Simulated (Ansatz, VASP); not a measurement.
# LuScAs2: VASP beside Ansatz

The input POSCAR:

```
LuScAs2
1.0
    1.9726542487      1.1389124615      6.4335176529
   -1.9726542487      1.1389124615      6.4335176529
    0.0000000000     -2.2778249230      6.4335176529
Sc Lu As
1 1 2
Direct
    1.0000000000      0.0000000000      0.0000000000
    0.5000000000      0.5000000000      0.5000000000
    0.2528735518      0.2528735518      0.2528735518
    0.7471264482      0.7471264482      0.7471264482
```

File INCAR.step1:

```
SYSTEM = LuScAs2
PREC     = Accurate       ! precision mode
ENCUT    = 520            ! plane-wave cutoff, eV
ISMEAR   = -1             ! smearing method
SIGMA    = 0.001          ! smearing width, eV
LREAL    = .False.        ! projectors in reciprocal space
LASPH    = .True.         ! aspherical terms in the spheres
NELM     = 60             ! most SCF steps
NBANDS   = 31             ! bands
GGA      = PE             ! functional
ALGO     = Normal         ! electronic algorithm
EDIFF    = 1E-4           ! SCF threshold, eV
LWAVE    = .True.         ! write WAVECAR
LCHARG   = .False.        ! write CHGCAR
```

Contents of INCAR.step2:

```
SYSTEM = LuScAs2
PREC     = Accurate       ! precision mode
ENCUT    = 520            ! plane-wave cutoff, eV
EDIFF    = 1E-7           ! SCF threshold, eV
ISMEAR   = -1             ! smearing method
SIGMA    = 0.001          ! smearing width, eV
LREAL    = .False.        ! projectors in reciprocal space
LASPH    = .True.         ! aspherical terms in the spheres
NELM     = 60             ! most SCF steps
ALGO     = Normal         ! electronic algorithm
ISIF     = 2              ! what is computed and relaxed
LWAVE    = .False.        ! write WAVECAR
LCHARG   = .False.        ! write CHGCAR
METAGGA  = R2SCAN         ! meta-GGA
LMIXTAU  = .True.       
NBANDS   = 31             ! bands
ISTART   = 1
```

KPOINTS

```
Automatic mesh
0
Gamma
  6 6 6
  0 0 0
```

Input for Ansatz:

```yaml
crystal:
  lattice:
    - [1.9726542487, 1.1389124615, 6.4335176529]
    - [-1.9726542487, 1.1389124615, 6.4335176529]
    - [0.0, -2.277824923, 6.4335176529]
  atoms:
    - { symbol: Sc, position: [1.0, 0.0, 0.0] }
    - { symbol: Lu, position: [0.5, 0.5, 0.5] }
    - { symbol: As, position: [0.2528735518, 0.2528735518, 0.2528735518] }
    - { symbol: As, position: [0.7471264482, 0.7471264482, 0.7471264482] }
kpoints:
  mp_grid: { grid: [6, 6, 6] }
hamiltonian:
  xc: r2scan
scf:
  occupations: { method: fermi_dirac, width: 0.001 }
  n_extra_bands: 5
output:
  forces: true
  stress: true
  eigenvalues: true
```

Alike in both runs: task single point; functional r2SCAN; k mesh 6 × 6 × 6; occupations fermi-dirac, width 0.001 eV; no spin polarisation.

|  | VASP | Ansatz |
| --- | --- | --- |
| version | VASP 6.6.1 | Ansatz 0.2.0 |
| potentials or method | VASP PAW PBE potentials, release 64 (Sc_sv, Lu, As) | plane waves |
| plane-wave cutoff (eV) | 520 | 500 |
| valence electrons in the cell | 46 | 66 |

```csv
,VASP,Ansatz,Ansatz less VASP
pressure (GPa),0.4,-0.1,-0.42
"traceless stress, the component that is largest in VASP (GPa)",0.04,0.08,+0.033
rms of the force components (eV/Å),0.007,0.002,-0.0047
```

VASP's potentials were made for PBE, not for r2SCAN. Atom by atom the forces differ by 0.005 eV/Å (rms over components). VASP's potentials hold 46 valence electrons a cell and Ansatz's 66, so a difference there can come from the potentials and not from the codes.

Neither program's run includes spin-orbit coupling.
